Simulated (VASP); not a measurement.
A run of VASP 6.6.1 is set up as follows.

INCAR

```
  PREC = Accurate
  ENCUT = 820
  EDIFF = 1E-6
  ISMEAR = -1
  SIGMA = 0.05
  LREAL = F
  LASPH = T
  NELM = 120
  ALGO = Normal
  ISIF = 2
  LWAVE = F
  LCHARG = F
  GGA = RP
  NBANDS = 33
  GGA_COMPAT = F
```

Contents of KPOINTS:

```
regular mesh
0
Gamma
  9 9 5
```

Contents of POSCAR:

```
CuO
1.0
    2.8207191443      0.0000000000      0.0000000000
    0.0382751310      2.8205021813      0.0000000000
    0.0171382374      0.0168928653      5.0706699737
Cu O
2 2
Direct
    0.0000000000      0.5000000000      0.0000000000
    0.5000000000      0.0000000000      0.5000000000
    0.9984239700      0.0016717800      0.7498871000
    0.0015760300      0.9983282200      0.2501129000
```

Potentials or basis: VASP PAW PBE potentials, release 64 (Cu_sv_GW, O).

Launch:

```console
$ cat potpaw_PBE.64/Cu_sv_GW/POTCAR potpaw_PBE.64/O/POTCAR > POTCAR
$ mpirun -np 1 vasp_std > vasp.out
```

Q: What does it give for the largest force?

A: 0.013 eV/Å.

Q: Predict the pressure.

A: 23.6 GPa.

Forces on the atoms (eV/Å):
```
Cu   0.000  0.000  0.000
Cu   0.000  0.000  0.000
O   -0.002  0.001  0.013
O    0.002 -0.001 -0.013
```

Caveat: the cell stands under pressure; the PAW data sets were made with another functional, which shifts forces and pressure a little.
